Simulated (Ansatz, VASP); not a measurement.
# WC in VASP and in Ansatz

```
W C
1.0
     2.82103    0.00000    0.00000
    -1.41052    2.44309    0.00000
     0.00000    0.00000    3.02226
W C
1 1
Cartesian
  0.0000 0.0000 0.0000
  1.4105 0.8144 1.5111
```

Alike in both runs: task single point; functional r2SCAN; k mesh 24 × 24 × 24; occupations gaussian, width 0.15 eV; no spin polarisation.

|  | VASP | Ansatz |
| --- | --- | --- |
| version | VASP 6.6.1 | Ansatz 0.2.0 |
| potentials or method | VASP PAW PBE potentials, release 64 (W_sv, C), cutoff 520 eV | scalar-relativistic, plane waves, PAW |
| valence electrons in the cell | 18 | 18 |

```tsv
	VASP	Ansatz	Ansatz less VASP
gap on the k mesh at the Fermi level (eV)	none	none	-
pressure (GPa)	0.5	-1.4	-1.88
traceless stress, the component that is largest in VASP (GPa)	-45.90	-45.92	-0.021
```

VASP's potentials were made for PBE, not for r2SCAN. A gap of «none» marks a metal or a gap that the smearing closes.

Neither program's run includes spin-orbit coupling.
